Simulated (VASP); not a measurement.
# In12P12H3N in VASP: further runs, part 2 of 2

VASP 6.6.1.

## Step 3: Single point, PBE+D3(BJ)

INCAR

```
  PREC = Accurate
  ENCUT = 520
  EDIFF = 1E-6
  ISMEAR = -1
  SIGMA = 0.05
  LREAL = Auto
  LASPH = T
  NELM = 80
  ALGO = Normal
  ISIF = 2
  LWAVE = F
  LCHARG = T
  GGA = PE
  IVDW = 12
  LELF = T
  LVHAR = T
  NBANDS = 132
```

KPOINTS

```
Automatic mesh
0
Gamma
  2 2 1
```

POSCAR

```
In12P12H3N
1.0
    8.2995950000      0.0000000000      0.0000000000
    4.1497980000      7.1876600000      0.0000000000
    0.0000000000      0.0000000000     19.6236650000
In P N H
12 12 1 3
Direct
    0.0000000000      0.0000000000      0.0509588805
    0.0000022074      0.4999958262      0.0509588805
    0.5000003012      0.0000000000      0.0509588805
    0.5000025086      0.4999958262      0.0509588805
    0.6433366728      0.6489872921      0.2284843326
    0.6711266971      0.1380838827      0.2255032381
    0.1439784592      0.6620652619      0.2247184713
    0.1674305691      0.1784168978      0.2317100297
    0.2416648637      0.2663453753      0.4388884543
    0.2599139318      0.7928866975      0.3900443673
    0.7890849904      0.2738721642      0.3958027208
    0.7820394802      0.7804208880      0.4010769650
    0.1666698217      0.1666606378      0.0941261482
    0.1666650727      0.6666703767      0.0941261482
    0.6666701229      0.1666606378      0.0941261482
    0.6666653739      0.6666703767      0.0941261482
    0.8202429315      0.7991752531      0.2670754928
    0.8339279133      0.3123130476      0.2686246427
    0.3071853284      0.8421099496      0.2659136303
    0.3404276389      0.3581833309      0.2749945028
    0.4065101430      0.4081717833      0.3760408670
    0.4367469685      0.9080145694      0.4596694858
   -0.0999782734      0.4653670318      0.4599548555
   -0.0448408776      0.9479162899      0.4424708636
    0.3707581616      0.3342951670      0.5516553610
    0.3602385971      0.3244171260      0.6042958846
    0.5192054086      0.2948108286      0.5401080787
    0.2896316865      0.4712938564      0.5521751416
```

Potentials or basis: VASP PAW PBE potentials, release 64 (In_d, P, N, H).

Launch:

```sh
> cat potpaw_PBE.64/In_d/POTCAR potpaw_PBE.64/P/POTCAR potpaw_PBE.64/N/POTCAR potpaw_PBE.64/H/POTCAR > POTCAR
> mpirun -np 1 vasp_std > vasp.out
```

It took 27 min on 1 thread of Intel Xeon 6975P-C (Granite Rapids), shared host; peak memory 1.4 GiB.

The run converged. Its results:

- Free energy: -118.1741 eV
- Largest force: 3.176 eV/Å
- Band gap on the k mesh: zero (bands 112 and 113 overlap by 0.15 eV)
- Dispersion energy per atom: -0.214 eV

Forces in eV/Å, atoms in the order of the input:
```
In   0.031  0.006 -0.237
In   0.050 -0.024  0.279
In  -0.002  0.037  0.223
In   0.027  0.020  0.125
In  -0.340 -0.292 -0.118
In   0.082  0.042  0.128
In   0.478  0.937 -0.508
In   0.170  0.097 -0.135
In  -0.208 -0.958  0.589
In   0.536 -0.507  0.039
In  -0.127 -0.004  0.023
In  -0.461  0.374  0.539
P    0.256  0.205  0.342
P   -0.162 -0.104 -0.310
P   -0.143 -0.093 -0.230
P   -0.075 -0.046 -0.232
P   -0.053  0.776  0.313
P   -0.395  0.149 -0.348
P   -0.134 -0.443 -0.505
P    0.031 -1.458 -0.281
P    0.792  0.618  0.592
P    0.942  0.200 -0.421
P   -0.061  0.169  0.070
P   -1.140  0.156  0.460
N    2.313 -1.653  0.440
H    0.076 -1.179 -0.582
H   -2.900  1.049  0.760
H    0.418  1.925 -1.016
```

Levels at points of the mesh, in eV from the Fermi level:
```csv
k point,band 108,band 109,band 110,band 111,band 112,band 113,band 114,band 115,band 116,band 117
"(0.00, 0.00, 0.00)",-0.86,-0.63,-0.49,-0.31,-0.14,-0.12,0.09,0.19,0.79,1.11
"(0.50, 0.00, 0.00)",-0.90,-0.86,-0.62,-0.48,-0.02,0.11,0.21,0.26,1.47,1.76
"(0.50, 0.50, 0.00)",-0.70,-0.63,-0.52,-0.38,0.00,0.08,0.17,0.24,1.08,1.76
"(0.00, 0.50, 0.00)",-0.81,-0.75,-0.67,-0.39,0.03,0.09,0.21,0.28,1.40,1.76
```

Caveat: the k points lie up to 0.44 Å⁻¹ apart; there is no dipole correction, which matters where the two faces differ; spin-orbit coupling is left out, which moves the levels of the heavy elements.

## Step 4: Single point, PBE+D3(BJ)

INCAR

```
PREC = Accurate
ENCUT = 520
EDIFF = 1E-7
ISMEAR = -1
SIGMA = 0.05
LREAL = Auto
LASPH = T
NELM = 60
ALGO = Normal
ISIF = 2
LWAVE = F
LCHARG = F
GGA = PE
IVDW = 12
NBANDS = 132
```

KPOINTS

```
regular mesh
0
Gamma
  2 2 1
```

POSCAR

```
In12P12H3N
1.0
    8.2995950000      0.0000000000      0.0000000000
    4.1497980000      7.1876600000      0.0000000000
    0.0000000000      0.0000000000     19.6236650000
In P N H
12 12 1 3
Direct
    0.0000000000      0.0000000000      0.0509588805
    0.0000022074      0.4999958262      0.0509588805
    0.5000003012      0.0000000000      0.0509588805
    0.5000025086      0.4999958262      0.0509588805
    0.6693378575      0.6241669751      0.2350223569
    0.6871372872      0.1428837758      0.2376467393
    0.1315848630      0.6759362574      0.2296920580
    0.2008928677      0.1419516226      0.2362453701
    0.2613889334      0.2582481642      0.4425116307
    0.2427208770      0.7813669539      0.3974028297
    0.8168021445      0.2742478080      0.4099387143
    0.7629273452      0.8004273992      0.3987175688
    0.1666698217      0.1666606378      0.0941261482
    0.1666650727      0.6666703767      0.0941261482
    0.6666701229      0.1666606378      0.0941261482
    0.6666653739      0.6666703767      0.0941261482
    0.8101554350      0.8013734651      0.2705610802
    0.8500003274      0.3090852934      0.2795808021
    0.3202977978      0.8078846245      0.2743218456
    0.3329779404      0.3702874093      0.2793820624
    0.4544424260      0.3896121965      0.3822476586
    0.4373052838      0.8857402827      0.4622429093
   -0.0683628962      0.4607897424      0.4744475611
   -0.0589592997      0.9379825980      0.4720066308
    0.3151411161      0.3715256426      0.5401947088
    0.2588629755      0.3631362641      0.5862003861
    0.4524443631      0.2526135070      0.5600330010
    0.3387880049      0.4936377068      0.5394354215
```

Launch:

```sh
> cat potpaw_PBE.64/In_d/POTCAR potpaw_PBE.64/P/POTCAR potpaw_PBE.64/N/POTCAR potpaw_PBE.64/H/POTCAR > POTCAR
> mpirun -np 1 vasp_std > vasp.out
```

Wall time 49 min (1 thread of Oxide Virtual Turin-like, shared host); peak memory 1.4 GiB.

It converged, with:

```yaml
Free_energy: -116.6976 eV
Largest_force: 5.164 eV/Å
Band_gap_on_the_k_mesh: zero (bands 112 and 113 overlap by 0.10 eV)
Dispersion_energy_per_atom: -0.211 eV
```

Forces on the atoms (eV/Å):
```
In  -0.014  0.057  0.023
In   0.030  0.018  0.246
In   0.035  0.092  0.340
In   0.013 -0.037  0.251
In  -1.434  0.211 -0.908
In  -0.748  0.468 -0.631
In   0.281  0.300 -1.135
In  -0.096  0.511 -0.010
In  -0.001 -0.860 -0.457
In  -0.108 -0.137  0.816
In  -0.065 -0.613  0.497
In  -0.183 -0.277  1.988
P    0.206  0.036  0.464
P   -0.265 -0.064  0.096
P    0.006 -0.135  0.240
P   -0.053 -0.144  0.169
P    0.593  1.235  0.221
P    0.617 -1.043 -0.176
P    0.719  0.393 -0.490
P    0.727 -2.118  0.472
P   -1.098  0.626 -0.277
P    1.201  0.717 -0.435
P   -0.776  0.741 -0.701
P   -0.241  0.144 -1.438
N    4.138 -1.257  2.822
H   -0.719  1.277 -0.432
H   -0.750  2.026 -1.772
H   -2.013 -2.167  0.217
```

Levels at points of the mesh, in eV from the Fermi level:
```csv
k point,band 109,band 110,band 111,band 112,band 113,band 114,band 115,band 116
"(0.00, 0.00, 0.00)",-0.66,-0.35,-0.19,-0.18,-0.02,0.00,0.13,0.69
"(0.50, 0.00, 0.00)",-0.88,-0.61,-0.28,-0.06,0.12,0.23,0.26,1.21
"(0.50, 0.50, 0.00)",-0.60,-0.44,-0.31,-0.03,0.10,0.19,0.30,1.01
"(0.00, 0.50, 0.00)",-0.77,-0.65,-0.37,0.08,0.12,0.21,0.30,1.13
```

Caveat: the k points lie up to 0.44 Å⁻¹ apart; the atoms stand as in a frame of molecular dynamics; there is no dipole correction, which matters where the two faces differ; spin-orbit coupling is left out, which moves the levels of the heavy elements.

## Step 5: Single point, PBE+D3(BJ)

INCAR

```
SYSTEM = In12P12H3N
ALGO = Normal
EDIFF = 1E-6
ENCUT = 520
GGA = PE
ISIF = 2
ISMEAR = -1
IVDW = 12
LASPH = .True.
LCHARG = .True.
LELF = .True.
LREAL = Auto
LVHAR = .True.
LWAVE = .False.
NBANDS = 132
NELM = 60
PREC = Accurate
SIGMA = 0.05
```

KPOINTS

```
k-points
0
Gamma
  2 2 1
  0 0 0
```

POSCAR

```
In12P12H3N
1.0
    8.2995950000      0.0000000000      0.0000000000
    4.1497980000      7.1876600000      0.0000000000
    0.0000000000      0.0000000000     19.6236650000
In P N H
12 12 1 3
Direct
    0.0000000000      0.0000000000      0.0509588805
    0.0000022074      0.4999958262      0.0509588805
    0.5000003012      0.0000000000      0.0509588805
    0.5000025086      0.4999958262      0.0509588805
    0.6537799950      0.6532585014      0.2370556163
    0.6650432277      0.1549739414      0.2301659756
    0.1339602128      0.6712337534      0.2275008262
    0.1693359806      0.1750639290      0.2344414257
    0.2521618268      0.2433754518      0.4374310303
    0.2641934425      0.7944727491      0.3963632685
    0.8043701303      0.2754721286      0.4006896775
    0.7732478460      0.7897145942      0.3977136789
    0.1666698217      0.1666606378      0.0941261482
    0.1666650727      0.6666703767      0.0941261482
    0.6666701229      0.1666606378      0.0941261482
    0.6666653739      0.6666703767      0.0941261482
    0.8008683865      0.8357796557      0.2757079271
    0.8347418764      0.3267822908      0.2703980118
    0.3175825710      0.8369065871      0.2738734074
    0.3304735280      0.3518252115      0.2839275946
    0.4308343037      0.4069474627      0.3776562635
    0.4360497775      0.9211203646      0.4576871853
   -0.0711737942      0.4628210015      0.4659068528
   -0.0524598005      0.9477075989      0.4540181459
    0.3784330369      0.2997637618      0.5491227047
    0.3597941981      0.2529891509      0.5956736420
    0.5294954705      0.2423737350      0.5429872554
    0.3303551626      0.4400180309      0.5432471457
```

Launch:

```sh
> cat potpaw_PBE.64/In_d/POTCAR potpaw_PBE.64/P/POTCAR potpaw_PBE.64/N/POTCAR potpaw_PBE.64/H/POTCAR > POTCAR
> mpirun -np 1 vasp_std > vasp.out
```

Run time: 57 min. Hardware: 1 thread of Oxide Virtual Turin-like, shared host; peak memory 1.4 GiB.

Results (log left out):

- Free energy: -117.9825 eV
- Largest force: 3.009 eV/Å
- Band gap on the k mesh: zero (bands 112 and 113 overlap by 0.12 eV)
- Dispersion energy per atom: -0.213 eV

Forces on the atoms (eV/Å):
```
In   0.009  0.004 -0.225
In   0.009 -0.002  0.387
In  -0.005  0.002  0.406
In   0.038 -0.003  0.149
In  -0.378  0.491 -0.718
In  -0.180  0.924 -0.361
In   0.598  0.211  0.106
In   0.049 -0.362 -0.263
In   0.794  1.114  0.040
In  -0.653 -0.437  0.394
In   0.035 -0.218  0.272
In  -0.140 -0.123  2.152
P    0.300  0.192  0.413
P   -0.255 -0.070 -0.005
P   -0.130 -0.118  0.062
P   -0.004  0.009  0.085
P    0.522 -0.452 -0.939
P   -0.368 -0.689  0.055
P   -0.549 -0.129 -1.075
P    0.535 -0.039 -0.897
P   -0.213  0.345  1.058
P    1.242 -1.707  0.068
P   -0.893  0.833 -0.538
P   -0.338  0.077 -0.376
N    2.721 -0.947 -0.869
H    0.128  0.740 -0.461
H   -2.352  0.548  0.263
H   -0.525 -0.192  0.816
```

Levels at points of the mesh, in eV from the Fermi level:
```
           k point  band 108  band 109  band 110  band 111  band 112  band 113  band 114  band 115  band 116  band 117
(0.00, 0.00, 0.00)     -0.77     -0.67     -0.33     -0.24     -0.22     -0.09      0.09      0.17      0.87      1.15
(0.50, 0.00, 0.00)     -0.90     -0.74     -0.57     -0.36     -0.05      0.13      0.22      0.27      1.34      1.74
(0.50, 0.50, 0.00)     -0.83     -0.64     -0.47     -0.35      0.00      0.09      0.18      0.28      1.02      1.78
(0.00, 0.50, 0.00)     -0.84     -0.68     -0.66     -0.41      0.03      0.12      0.22      0.28      1.27      1.75
```

Caveat: the k points lie up to 0.44 Å⁻¹ apart; the atoms stand as in a frame of molecular dynamics; there is no dipole correction, which matters where the two faces differ; spin-orbit coupling is left out, which moves the levels of the heavy elements.

## Step 6: The runs side by side

| cell | gap on the mesh (eV) | largest force (eV/Å) |
| --- | --- | --- |
| as given, atomic positions A | none | 4.04 |
| as given, atomic positions B | none | 3.18 |
| as given, atomic positions C | none | 5.16 |
| as given, atomic positions D | none | 3.01 |

Alike in all rows: task single point; level PBE+D3(BJ); potentials or basis VASP PAW PBE potentials, release 64 (In_d, P, N, H); no spin polarisation; k mesh 2 × 2 × 1; cutoff (eV) 520; smearing fermi-dirac 0.05 eV.

Caveats: all runs use coarse meshes; there is no dipole correction, which matters where the two faces differ; spin-orbit coupling is left out, which moves the levels of the heavy elements; the atoms stand as in a frame of molecular dynamics (at least some runs).

Total energies depend on the potentials used, so only differences within one code and one set of settings carry meaning.
